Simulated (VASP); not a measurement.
Crystal: TePb.

```xyz
2
Lattice="4.0023 0.0000 0.0000 0.0000 4.0023 0.0000 0.0000 0.0000 4.0023" Properties=species:S:1:pos:R:3 pbc="T T T"
Pb    0.0000    0.0000    0.0000
Te    2.0011    2.0011    2.0011
```

```yaml
Program: VASP 6.6.1
Task: relaxation of cell and atoms
Functional: PBEsol
Dispersion: D3(BJ)
Potentials_or_basis: VASP PAW PBE potentials, release 64 (Pb_d, Te)
Cutoff: 600 eV
k_mesh: 7 × 7 × 7
Occupations: fermi-dirac, width 0.05 eV
Spin: no spin polarisation
```

At the start: pressure -4.5 GPa; volume 32.05 Å³/atom.

Q: Where does the relaxation end?

A: Over 3 steps the energy falls by 61.6 meV/atom and the volume is 28.29 Å³/atom (-11.7 %); space group Pm-3m (No. 221, to 0.1 Å) before and after.

The path:
| step | energy change (eV) | largest force (eV/Å) | pressure (GPa) | volume (Å³) |
| --- | --- | --- | --- | --- |
| 1 | 0.0000 | 0.0000 | -4.46 | 64.11 |
| 2 | -0.1226 | 0.0000 | 0.41 | 56.18 |
| 3 | -0.1232 | 0.0000 | 0.05 | 56.59 |

Final structure:
```
Pb Te
1.0
     3.83924    0.00000    0.00000
     0.00000    3.83924    0.00000
     0.00000    0.00000    3.83924
Pb Te
1 1
Direct
  0.00000 0.00000 0.00000
  0.50000 0.50000 0.50000
```

Caveat: the PAW data sets were made with another functional, which shifts forces and pressure a little.
